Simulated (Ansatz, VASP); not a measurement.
# AlNi: VASP beside Ansatz

```
CELL_PARAMETERS angstrom
1.93869 -1.95319 0.00000
1.93869 1.95319 0.00000
0.00000 0.00000 3.09943
ATOMIC_POSITIONS crystal
Al 0.00000 0.00000 0.00000
Ni 0.50000 0.50000 0.50000
```

Alike in both runs: task single point; functional PBEsol; k mesh 2 × 2 × 2; occupations gaussian, width 0.1 eV; no spin polarisation.

|  | VASP | Ansatz |
| --- | --- | --- |
| version | VASP 6.6.1 | Ansatz 0.2.0 |
| potentials or method | VASP PAW PBE potentials, release 64 (Al, Ni), cutoff 520 eV | scalar-relativistic, plane waves, PAW |
| valence electrons in the cell | 13 | 21 |

|  | VASP | Ansatz | Ansatz less VASP |
| --- | --- | --- | --- |
| gap on the k mesh at the Fermi level (eV) | none | none | - |
| pressure (GPa) | 3.6 | 3.5 | -0.03 |
| traceless stress, the component that is largest in VASP (GPa) | -11.02 | -10.87 | +0.147 |

VASP's potentials were made for PBE, not for PBEsol. A gap of «none» marks a metal or a gap that the smearing closes. VASP's potentials hold 13 valence electrons a cell and Ansatz's 21, so a difference there can come from the potentials and not from the codes.

The k mesh is coarse, so the values compare programs but aren't converged.
